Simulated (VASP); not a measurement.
A run of VASP 6.6.1:

File INCAR:

```
SYSTEM = Zn2Si3N
  PREC = Accurate
  ENCUT = 520
  EDIFF = 1E-6
  ISMEAR = 0
  SIGMA = 0.1
  LREAL = .FALSE.
  LASPH = .TRUE.
  NELM = 80
  ALGO = Normal
  ISIF = 2
  LWAVE = .FALSE.
  LCHARG = .TRUE.
  GGA = PE
  LELF = .TRUE.
  LVHAR = .TRUE.
  NBANDS = 30
```

The input KPOINTS:

```
regular mesh
0
G
  6 6 6
  0 0 0
```

Contents of POSCAR:

```
Zn2Si3N
1.0
    2.5263178600      1.4585702900      3.9865856300
   -2.5263178600      1.4585702900      3.9865856300
    0.0000000000     -2.9171405900      3.9865856300
Zn Si N
2 3 1
Direct
    0.6263859900      0.6263859900      0.6263859900
    0.3736140100      0.3736140100      0.3736140100
    0.0000000000      0.5000000000      0.0000000000
    0.5000000000      0.0000000000      0.0000000000
    0.0000000000      0.0000000000      0.5000000000
    0.0000000000      0.0000000000      0.0000000000
```

Potentials or basis: VASP PAW PBE potentials, release 64 (Zn, Si, N).

The run is started by

```sh
$ cat potpaw_PBE.64/Zn/POTCAR potpaw_PBE.64/Si/POTCAR potpaw_PBE.64/N/POTCAR > POTCAR
$ mpirun -np 1 vasp_std > vasp.out
```

Hardware: 1 thread of Intel(R) Xeon(R) Platinum 8259CL CPU @ 2.50GHz (Skylake/Cascade Lake) (shared host).

Estimate the wall time of this run.

Wall time 82 s on 1 thread of Intel(R) Xeon(R) Platinum 8259CL CPU @ 2.50GHz (Skylake/Cascade Lake) (shared host), peak memory 0.27 GiB. Counts: scf iterations 14, k points 32.
